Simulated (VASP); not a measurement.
Here is a VASP 6.6.1 calculation.

INCAR

```
SYSTEM = TiTe2
ALGO = Normal
EDIFF = 1E-7
EDIFFG = -0.002
ENCUT = 600
GGA = PE
IBRION = 2
ISIF = 3
ISMEAR = 0
IVDW = 12
LASPH = .TRUE.
LCHARG = .FALSE.
LREAL = .FALSE.
LWAVE = .FALSE.
NELM = 100
NSW = 80
PREC = Accurate
SIGMA = 0.03
```

KPOINTS

```
k-points
0
G
  12 12 8
  0 0 0
```

Contents of POSCAR:

```
TiTe2
1.0
    3.7770000000      0.0000000000      0.0000000000
   -1.8885000000      3.2709779501      0.0000000000
    0.0000000000      0.0000000000      6.4980000000
Ti Te
1 2
Direct
    0.0000000000      0.0000000000      0.0000000000
    0.3333333333      0.6666666667      0.2628000000
    0.6666666667      0.3333333333      0.7372000000
```

Potentials or basis: VASP PAW PBE potentials, release 64 (Ti_sv, Te).

Command:

```sh
$ cat potpaw_PBE.64/Ti_sv/POTCAR potpaw_PBE.64/Te/POTCAR > POTCAR
$ mpirun -np 1 vasp_std > vasp.out
```

Question: Predict the band gap on the k mesh.

Answer: Zero (band 12 reaches 8.06 eV, above the bottom of band 13 at 7.21 eV).

Question: Predict the dispersion energy per atom.

Answer: -0.523 eV.

Final structure:
```
CELL_PARAMETERS angstrom
3.69469 0.00000 0.00000
-1.84734 3.19969 0.00000
0.00000 0.00000 6.38353
ATOMIC_POSITIONS crystal
Ti 0.00000 0.00000 0.00000
Te 0.33333 0.66667 0.27143
Te 0.66667 0.33333 0.72857
```

Caveat: spin-orbit coupling is left out, which moves the levels of the heavy elements.
